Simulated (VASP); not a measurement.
# Cu (Im-3m) in VASP: notebook

The runs below take Cu through relaxation of cell and atoms, with r2SCAN.

All numbers are computed with VASP 6.6.1; they aren't measurements. Logs are shortened: lines on timing, memory, paths and dates and some standing lists are left out, and cuts for length are marked.

### 1 The cell of the first run

It takes space group Im-3m (No. 229, cubic). The conventional cell has a = 2.870 Å, b = 2.870 Å, c = 2.870 Å, α = 90.00°, β = 90.00°, γ = 90.00°. Cu (site symmetry m-3m) has 14 Cu at 2.49 to 2.87 Å within 3.3 Å.

This isn't the form of Cu at room conditions, which is fcc.

### 2 Relaxation of cell and atoms, r2SCAN

Contents of POSCAR:

```
Cu
1.0
   -1.4350000000      1.4350000000      1.4350000000
    1.4350000000     -1.4350000000      1.4350000000
    1.4350000000      1.4350000000     -1.4350000000
Cu
1
Direct
    0.0000000000      0.0000000000      0.0000000000
```

Contents of INCAR.step1:

```
SYSTEM = Cu
PREC = Accurate
ENCUT = 660
ISMEAR = -1
SIGMA = 0.05
LREAL = .False.
LASPH = .True.
NELM = 120
GGA = PE
ALGO = Normal
EDIFF = 1E-5
LWAVE = .True.
LCHARG = .False.
GGA_COMPAT = .False.
IBRION = 2
ISIF = 3
EDIFFG = -0.005
NELMIN = 4
NSW = 100
```

Contents of INCAR.step2:

```
SYSTEM = Cu
PREC = Accurate
ENCUT = 660
EDIFF = 1E-7
ISMEAR = -1
SIGMA = 0.05
LREAL = .False.
LASPH = .True.
NELM = 120
ALGO = Normal
ISIF = 3
LWAVE = .False.
LCHARG = .False.
METAGGA = R2SCAN
LMIXTAU = .True.
IBRION = 2
NSW = 60
EDIFFG = -0.02
ISTART = 1
GGA_COMPAT = .False.
NELMIN = 4
```

Contents of KPOINTS:

```
regular mesh
0
Gamma
  10 10 10
  0 0 0
```

Potentials or basis: VASP PAW PBE potentials, release 64 (Cu).

Launch:

```bash
cat potpaw_PBE.64/Cu/POTCAR > POTCAR
cp INCAR.step1 INCAR
mpirun -np 1 vasp_std > vasp.out
cp INCAR.step2 INCAR
mpirun -np 1 vasp_std > vasp.out
```

OUTCAR:

```text
SYSTEM = Cu
   PREC = Accurate
   ENCUT = 660
   EDIFF = 1E-7
   ISMEAR = -1
   LREAL = .False.
   LASPH = .True.
   NELM = 120
   ISIF = 3
   METAGGA = R2SCAN
   IBRION = 2
   NSW = 60
   EDIFFG = -0.02
   ISTART = 1
   NELMIN = 4

 ion  position               nearest neighbor table
   1  0.000  0.000  0.000-

  LATTYP: Found a body centered cubic cell.
 ALAT       =     2.8700000000

  Lattice vectors:

 A1 = (  -1.4350000000,   1.4350000000,   1.4350000000)
 A2 = (   1.4350000000,  -1.4350000000,   1.4350000000)
 A3 = (   1.4350000000,   1.4350000000,  -1.4350000000)

Analysis of symmetry for initial positions (statically):
=====================================================================
 Subroutine PRICEL returns:
 Original cell was already a primitive cell.

 Routine SETGRP: Setting up the symmetry group for a
 body centered cubic supercell.

 Subroutine GETGRP returns: Found 48 space group operations
 (whereof 48 operations were pure point group operations)
 out of a pool of 48 trial point group operations.

The static configuration has the point symmetry O_h .

Analysis of symmetry for dynamics (positions and initial velocities):
=====================================================================
 Subroutine PRICEL returns:
 Original cell was already a primitive cell.

 Routine SETGRP: Setting up the symmetry group for a
 body centered cubic supercell.

 Subroutine GETGRP returns: Found 48 space group operations
 (whereof 48 operations were pure point group operations)
 out of a pool of 48 trial point group operations.

The dynamic configuration has the point symmetry O_h .

 Subroutine INISYM returns: Found 48 space group operations
 (whereof 48 operations are pure point group operations),
 and found     1 'primitive' translations

----------------------------------------------------------------------------------------

                                     Primitive cell

  volume of cell :      11.8200

  direct lattice vectors                    reciprocal lattice vectors
    -1.435000000  1.435000000  1.435000000     0.000000000  0.348432056  0.348432056
     1.435000000 -1.435000000  1.435000000     0.348432056  0.000000000  0.348432056
     1.435000000  1.435000000 -1.435000000     0.348432056  0.348432056  0.000000000

  length of vectors
     2.485492909  2.485492909  2.485492909     0.492757339  0.492757339  0.492757339

  position of ions in fractional coordinates (direct lattice)
     0.000000000  0.000000000  0.000000000

  ion indices of the primitive-cell ions
   primitive index   ion index
                 1           1

----------------------------------------------------------------------------------------

 KPOINTS: regular mesh

Automatic generation of k-mesh.
 Grid dimensions read from file:
 generate k-points for:   10   10   10

 Generating k-lattice:

  Cartesian coordinates                     Fractional coordinates (reciprocal lattice)
     0.000000000  0.034843206  0.034843206     0.100000000  0.000000000  0.000000000
     0.034843206  0.000000000  0.034843206     0.000000000  0.100000000  0.000000000
     0.034843206  0.034843206  0.000000000     0.000000000  0.000000000  0.100000000

  Length of vectors
     0.049275734  0.049275734  0.049275734

  Shift w.r.t. Gamma in fractional coordinates (k-lattice)
     0.000000000  0.000000000  0.000000000

 Subroutine IBZKPT returns following result:
 ===========================================

 Found     47 irreducible k-points:

 Following reciprocal coordinates:
            Coordinates               Weight
  0.000000  0.000000  0.000000      1.000000
  0.100000  0.000000  0.000000     12.000000
  0.200000  0.000000  0.000000     12.000000
  0.300000  0.000000  0.000000     12.000000
  0.400000  0.000000  0.000000     12.000000
  0.500000  0.000000  0.000000      6.000000
[... 16 lines left out ...]
  0.300000  0.300000  0.100000      8.000000
 -0.300000  0.300000  0.100000     24.000000
 [... further k-points ...]
[... 37 lines left out ...]
  volume of cell :       11.82
      direct lattice vectors                 reciprocal lattice vectors
    -1.435000000  1.435000000  1.435000000     0.000000000  0.348432056  0.348432056
     1.435000000 -1.435000000  1.435000000     0.348432056  0.000000000  0.348432056
     1.435000000  1.435000000 -1.435000000     0.348432056  0.348432056  0.000000000
[... 36 lines left out ...]
 POSITION                                       TOTAL-FORCE (eV/Angst)
 -----------------------------------------------------------------------------------
      0.00000      0.00000      2.82949        -0.000000     -0.000000      0.000000
 -----------------------------------------------------------------------------------
    total drift:                               -0.000000      0.000000      0.000000

  FREE ENERGIE OF THE ION-ELECTRON SYSTEM (eV)
  ---------------------------------------------------
  free  energy   TOTEN  =       -10.7693627495 eV

  energy  without entropy=      -10.7646268896  energy(sigma->0) =      -10.76699482

--------------------------------------- Ionic step        3  -------------------------------------------

 number of electron      11.0000000 magnetization

 Free energy of the ion-electron system (eV)
  ---------------------------------------------------
  ext. energy  EPLUGINS =         0.00000000
  ---------------------------------------------------
  free energy    TOTEN  =       -10.77091301 eV

  energy without entropy =      -10.76593339  energy(sigma->0) =      -10.76842320

 E-fermi :   7.7442     XC(G=0): -13.9264

 val. band max:        7.7185616784   @ k =   0.2000   0.2000   0.1000
 cond. band min:       7.8475505080   @ k =  -0.3000   0.4000   0.2000
 fundamental gap:      0.1289888296
 Fermi energy:         7.7441820985

 k-point     1 :       0.0000    0.0000    0.0000
  band No.  band energies     occupation
      1      -2.1592      2.00000
      2       4.3983      2.00000
      3       4.3983      2.00000
      4       4.3983      2.00000
      5       5.4472      2.00000
      6       5.4472      2.00000
      7      34.0116      0.00000
      8      34.0116      0.00000
      9      34.0116      0.00000

 k-point     2 :       0.1000    0.0000    0.0000
  band No.  band energies     occupation
      1      -1.7534      2.00000
      2       4.3231      2.00000
      3       4.3911      2.00000
      4       4.5519      2.00000
      5       5.3792      2.00000
      6       5.4533      2.00000
      7      30.4032      0.00000
      8      32.8464      0.00000
      9      33.1611      0.00000
[... 253 lines left out ...]
 k-point    24 :      -0.3000    0.3000    0.1000
  band No.  band energies     occupation
      1       1.3560      2.00000
      2       4.0570      2.00000
      3       4.2915      2.00000
      4       5.1259      2.00000
      5       5.5020      2.00000
      6       5.7854      2.00000
      7      19.7840      0.00000
      8      26.2997      0.00000
      9      27.0244      0.00000

 [... further k-points ...]

------------------------ aborting loop because EDIFF is reached ----------------------------------------

  FORCE on cell =-STRESS in cart. coord.  units (eV):
  Direction    XX          YY          ZZ          XY          YZ          ZX
  --------------------------------------------------------------------------------------
  -------------------------------------------------------------------------------------
  Total       -0.0084089     -0.0084089     -0.0084089      0.0000000      0.0000000      0.0000000
  in kB       -1.1700008     -1.1700008     -1.1700008      0.0000000      0.0000000      0.0000000
  external PRESSURE =      -1.1700008 kB  Pullay stress =       0.0000000 kB

 VOLUME and BASIS-vectors are now :
 -----------------------------------------------------------------------------
  energy-cutoff  :      660.00
  volume of cell :       11.52
      direct lattice vectors                 reciprocal lattice vectors
    -1.422551604  1.422551604  1.422551604     0.000000000  0.351481098  0.351481098
     1.422551604 -1.422551604  1.422551604     0.351481098  0.000000000  0.351481098
     1.422551604  1.422551604 -1.422551604     0.351481098  0.351481098  0.000000000

 POSITION                                       TOTAL-FORCE (eV/Angst)
 -----------------------------------------------------------------------------------
      0.00000      0.00000      0.00000         0.000000      0.000000      0.000000
 -----------------------------------------------------------------------------------
    total drift:                               -0.000000      0.000000      0.000000

  FREE ENERGIE OF THE ION-ELECTRON SYSTEM (eV)
  ---------------------------------------------------
  free  energy   TOTEN  =       -10.7709130078 eV

  energy  without entropy=      -10.7659333910  energy(sigma->0) =      -10.76842320

 reached required accuracy - stopping structural energy minimisation
```

Run time: 35 s. Hardware: 1 thread of Intel Xeon 6975P-C (Granite Rapids), shared host; peak memory 0.15 GiB.

What came out:

```yaml
Free_energy: -10.7709 eV
Relaxed_volume: 11.52 Å³/atom
Relaxed_cell: a = 2.464 Å, b = 2.464 Å, c = 2.464 Å, α = 109.47°, β = 109.47°, γ = 109.47°
Space_group_after_relaxing_to_0.1_Å: Im-3m (No. 229)
Energy_gained_by_relaxing: 3.8 meV/atom
Ionic_steps: 3
Pressure_after_relaxing: -0.1 GPa
Band_gap_on_the_k_mesh: zero (an odd number of electrons rules out a gap without spin polarisation)
```

Step by step:
```tsv
step	energy change (eV)	largest force (eV/Å)	pressure (GPa)	volume (Å³)
1	0.0000	0.0000	-3.97	11.82
2	-0.0023	0.0000	2.73	11.33
3	-0.0038	0.0000	-0.12	11.52
```

Final structure:
```cif
data_structure
_symmetry_space_group_name_H-M 'P 1'
_symmetry_Int_Tables_number 1
_cell_length_a 2.4639
_cell_length_b 2.4639
_cell_length_c 2.4639
_cell_angle_alpha 109.471
_cell_angle_beta 109.471
_cell_angle_gamma 109.471
_cell_volume 11.52
loop_
_atom_site_label
_atom_site_type_symbol
_atom_site_fract_x
_atom_site_fract_y
_atom_site_fract_z
_atom_site_occupancy
Cu1 Cu 0.00000 0.00000 0.00000 1
```

Levels at points of the mesh, in eV from the Fermi level:
| k point | band 3 | band 4 | band 5 | band 6 | band 7 | band 8 | band 9 |
| --- | --- | --- | --- | --- | --- | --- | --- |
| (0.00, 0.00, 0.00) | -3.35 | -3.35 | -2.30 | -2.30 | 26.27 | 26.27 | 26.27 |
| (0.50, 0.00, 0.00) | -2.33 | -2.18 | -1.51 | -0.72 | 4.69 | 18.44 | 18.77 |
| (0.50, 0.50, 0.50) | -1.69 | -1.69 | -1.69 | 8.75 | 8.75 | 8.75 | 14.12 |

Caveat: the PAW data sets were made with another functional, which shifts forces and pressure a little.

### 3 Relaxation of cell and atoms, r2SCAN, target pressure 5 GPa, at which the enthalpy is minimised

POSCAR is that of step 2.

Contents of INCAR.step1:

```
SYSTEM = Cu
PREC = Accurate
ENCUT = 660
ISMEAR = -1
SIGMA = 0.05
LREAL = .FALSE.
LASPH = .TRUE.
NELM = 120
GGA = PE
ALGO = Normal
EDIFF = 1E-5
LWAVE = .TRUE.
LCHARG = .FALSE.
GGA_COMPAT = .FALSE.
IBRION = 2
ISIF = 3
EDIFFG = -0.005
NELMIN = 4
NSW = 100
```

Contents of INCAR.step2:

```
SYSTEM = Cu
PREC = Accurate
ENCUT = 660
EDIFF = 1E-7
ISMEAR = -1
SIGMA = 0.05
LREAL = .FALSE.
LASPH = .TRUE.
NELM = 120
ALGO = Normal
ISIF = 3
LWAVE = .FALSE.
LCHARG = .FALSE.
METAGGA = R2SCAN
LMIXTAU = .TRUE.
IBRION = 2
NSW = 60
EDIFFG = -0.02
PSTRESS = 50.0
ISTART = 1
GGA_COMPAT = .FALSE.
NELMIN = 4
```

Contents of KPOINTS:

```
regular mesh
0
G
  10 10 10
  0 0 0
```

Potentials or basis: VASP PAW PBE potentials, release 64 (Cu).

Launch:

```bash
cat potpaw_PBE.64/Cu/POTCAR > POTCAR
cp INCAR.step1 INCAR
mpirun -np 1 vasp_std > vasp.out
cp INCAR.step2 INCAR
mpirun -np 1 vasp_std > vasp.out
```

Wall time 43 s (1 thread of Intel Xeon 6975P-C (Granite Rapids), shared host); peak memory 0.15 GiB.

It converged, with:

| Quantity | Value |
| --- | --- |
| Free energy | -10.7654 eV |
| Relaxed volume | 11.17 Å³/atom |
| Relaxed cell | a = 2.439 Å, b = 2.439 Å, c = 2.439 Å, α = 109.47°, β = 109.47°, γ = 109.47° |
| Space group after relaxing (to 0.1 Å) | Im-3m (No. 229) |
| Energy change on relaxing (the run minimises the enthalpy) | +1.6 meV/atom |
| Ionic steps | 4 |
| Pressure after relaxing | 5.2 GPa |
| Band gap on the k mesh | zero (an odd number of electrons rules out a gap without spin polarisation) |

Step by step:
| step | energy change (eV) | largest force (eV/Å) | pressure (GPa) | volume (Å³) |
| --- | --- | --- | --- | --- |
| 1 | 0.0000 | 0.0000 | -3.97 | 11.82 |
| 2 | 0.0271 | 0.0000 | 13.39 | 10.72 |
| 3 | 0.0010 | 0.0000 | 4.65 | 11.19 |
| 4 | 0.0016 | 0.0000 | 5.22 | 11.17 |

Final structure:
```yaml
crystal:
  lattice:
    - [-1.40808, 1.40808, 1.40808]
    - [1.40808, -1.40808, 1.40808]
    - [1.40808, 1.40808, -1.40808]
  atoms:
    - { symbol: Cu, position: [0.00000, 0.00000, 0.00000] }
```

Levels at points of the mesh, in eV from the Fermi level:
```
           k point  band 4  band 5  band 6  band 7  band 8  band 9
(0.00, 0.00, 0.00)   -3.46   -2.36   -2.36   26.56   26.56   26.56
(0.50, 0.00, 0.00)   -2.24   -1.54   -0.81    4.85   18.69   19.17
(0.50, 0.50, 0.50)   -1.73   -1.73    8.89    8.89    8.89   14.35
```

Caveat: the cell is relaxed towards a set pressure, so the run minimises the enthalpy, not the energy; the PAW data sets were made with another functional, which shifts forces and pressure a little.

### 4 Relaxation of cell and atoms, r2SCAN, target pressure 10 GPa, at which the enthalpy is minimised

POSCAR is that of step 3.

Contents of INCAR.step1:

```
SYSTEM = Cu
PREC = Accurate ; ENCUT = 660
ISMEAR = -1 ; SIGMA = 0.05
LREAL = .False. ; LASPH = .True.
NELM = 120 ; GGA = PE
ALGO = Normal ; EDIFF = 1E-5
LWAVE = .True. ; LCHARG = .False.
GGA_COMPAT = .False. ; IBRION = 2
ISIF = 3 ; EDIFFG = -0.005
NELMIN = 4 ; NSW = 100
```

Contents of INCAR.step2:

```
SYSTEM = Cu
PREC = Accurate ; ENCUT = 660
EDIFF = 1E-7 ; ISMEAR = -1
SIGMA = 0.05 ; LREAL = .False.
LASPH = .True. ; NELM = 120
ALGO = Normal ; ISIF = 3
LWAVE = .False. ; LCHARG = .False.
METAGGA = R2SCAN ; LMIXTAU = .True.
IBRION = 2 ; NSW = 60
EDIFFG = -0.02 ; PSTRESS = 100.0
ISTART = 1 ; GGA_COMPAT = .False.
NELMIN = 4
```

Contents of KPOINTS:

```
Automatic mesh
0
Gamma
  10 10 10
  0 0 0
```

Launch:

```bash
cat potpaw_PBE.64/Cu/POTCAR > POTCAR
cp INCAR.step1 INCAR
mpirun -np 1 vasp_std > vasp.out
cp INCAR.step2 INCAR
mpirun -np 1 vasp_std > vasp.out
```

Wall time 36 s (1 thread of Intel Xeon 6975P-C (Granite Rapids), shared host); peak memory 0.15 GiB.

Results (log left out):

- Free energy: -10.7536 eV
- Relaxed volume: 10.91 Å³/atom
- Relaxed cell: a = 2.420 Å, b = 2.420 Å, c = 2.420 Å, α = 109.47°, β = 109.47°, γ = 109.47°
- Space group after relaxing (to 0.1 Å): Im-3m (No. 229)
- Energy change on relaxing (the run minimises the enthalpy): +13.5 meV/atom
- Ionic steps: 3
- Pressure after relaxing: 9.8 GPa
- Band gap on the k mesh: zero (an odd number of electrons rules out a gap without spin polarisation)

The path:
| step | energy change (eV) | largest force (eV/Å) | pressure (GPa) | volume (Å³) |
| --- | --- | --- | --- | --- |
| 1 | 0.0000 | 0.0000 | -3.97 | 11.82 |
| 2 | 0.1006 | 0.0000 | 27.76 | 10.14 |
| 3 | 0.0135 | 0.0000 | 9.77 | 10.91 |

Final structure:
```cif
data_structure
_symmetry_space_group_name_H-M 'P 1'
_symmetry_Int_Tables_number 1
_cell_length_a 2.4201
_cell_length_b 2.4201
_cell_length_c 2.4201
_cell_angle_alpha 109.471
_cell_angle_beta 109.471
_cell_angle_gamma 109.471
_cell_volume 10.91
loop_
_atom_site_label
_atom_site_type_symbol
_atom_site_fract_x
_atom_site_fract_y
_atom_site_fract_z
_atom_site_occupancy
Cu1 Cu 0.00000 0.00000 0.00000 1
```

Levels at points of the mesh, in eV from the Fermi level:
| k point | band 4 | band 5 | band 6 | band 7 | band 8 | band 9 |
| --- | --- | --- | --- | --- | --- | --- |
| (0.00, 0.00, 0.00) | -3.55 | -2.42 | -2.42 | 26.78 | 26.78 | 26.78 |
| (0.50, 0.00, 0.00) | -2.29 | -1.57 | -0.89 | 4.98 | 18.88 | 19.48 |
| (0.50, 0.50, 0.50) | -1.76 | -1.76 | 8.99 | 8.99 | 8.99 | 14.53 |

Caveat: the cell is relaxed towards a set pressure, so the run minimises the enthalpy, not the energy; the PAW data sets were made with another functional, which shifts forces and pressure a little.

### 5 Relaxation of cell and atoms, r2SCAN, target pressure 20 GPa, at which the enthalpy is minimised

POSCAR is that of step 4.

Contents of INCAR.step1:

```
SYSTEM = Cu
PREC = Accurate
ENCUT = 660
ISMEAR = -1
SIGMA = 0.05
LREAL = .False.
LASPH = .True.
NELM = 120
GGA = PE
ALGO = Normal
EDIFF = 1E-5
LWAVE = .True.
LCHARG = .False.
GGA_COMPAT = .False.
IBRION = 2
ISIF = 3
EDIFFG = -0.005
NELMIN = 4
NSW = 100
```

Contents of INCAR.step2:

```
SYSTEM = Cu
PREC = Accurate
ENCUT = 660
EDIFF = 1E-7
ISMEAR = -1
SIGMA = 0.05
LREAL = .False.
LASPH = .True.
NELM = 120
ALGO = Normal
ISIF = 3
LWAVE = .False.
LCHARG = .False.
METAGGA = R2SCAN
LMIXTAU = .True.
IBRION = 2
NSW = 60
EDIFFG = -0.02
PSTRESS = 200.0
ISTART = 1
GGA_COMPAT = .False.
NELMIN = 4
```

Contents of KPOINTS:

```
regular mesh
0
Gamma
  10 10 10
  0 0 0
```

Launch:

```bash
cat potpaw_PBE.64/Cu/POTCAR > POTCAR
cp INCAR.step1 INCAR
mpirun -np 1 vasp_std > vasp.out
cp INCAR.step2 INCAR
mpirun -np 1 vasp_std > vasp.out
```

It took 45 s on 1 thread of Intel Xeon 6975P-C (Granite Rapids), shared host; peak memory 0.15 GiB.

Results (log left out):

| Item | Value |
| --- | --- |
| Free energy | -10.7113 eV |
| Relaxed volume | 10.45 Å³/atom |
| Relaxed cell | a = 2.385 Å, b = 2.385 Å, c = 2.385 Å, α = 109.47°, β = 109.47°, γ = 109.47° |
| Space group after relaxing (to 0.1 Å) | Im-3m (No. 229) |
| Energy change on relaxing (the run minimises the enthalpy) | +55.8 meV/atom |
| Ionic steps | 4 |
| Pressure after relaxing | 19.9 GPa |
| Band gap on the k mesh | zero (an odd number of electrons rules out a gap without spin polarisation) |

Step by step:
| step | energy change (eV) | largest force (eV/Å) | pressure (GPa) | volume (Å³) |
| --- | --- | --- | --- | --- |
| 1 | 0.0000 | 0.0000 | -3.97 | 11.82 |
| 2 | 0.4234 | 0.0000 | 70.55 | 9.05 |
| 3 | 0.0516 | 0.0000 | 18.97 | 10.48 |
| 4 | 0.0558 | 0.0000 | 19.87 | 10.45 |

Final structure:
```
CELL_PARAMETERS angstrom
-1.37713 1.37713 1.37713
1.37713 -1.37713 1.37713
1.37713 1.37713 -1.37713
ATOMIC_POSITIONS crystal
Cu 0.00000 0.00000 0.00000
```

Levels at points of the mesh, in eV from the Fermi level:
```
           k point  band 4  band 5  band 6  band 7  band 8  band 9
(0.00, 0.00, 0.00)   -3.74   -2.53   -2.53   27.19   27.19   27.19
(0.50, 0.00, 0.00)   -2.39   -1.62   -1.03    5.22   19.22   20.06
(0.50, 0.50, 0.50)   -1.82   -1.82    9.18    9.18    9.18   14.87
```

Caveat: the cell is relaxed towards a set pressure, so the run minimises the enthalpy, not the energy; the PAW data sets were made with another functional, which shifts forces and pressure a little.

### 6 Summary

| cell | gap on the mesh (eV) | pressure (GPa) |
| --- | --- | --- |
| relaxed | none | -0.1 |
| relaxed to 5 GPa | none | 5.2 |
| relaxed to 10 GPa | none | 9.8 |
| relaxed to 20 GPa | none | 19.9 |

Alike in all rows: task relaxation of cell and atoms; level r2SCAN; potentials or basis VASP PAW PBE potentials, release 64 (Cu); no spin polarisation; k mesh 10 × 10 × 10; cutoff (eV) 660; smearing fermi-dirac 0.05 eV.

Caveats: the PAW data sets were made with another functional, which shifts forces and pressure a little; the cell is relaxed towards a set pressure, so the run minimises the enthalpy, not the energy (at least some runs).

Absolute energies hang on the potentials; compare differences alone.
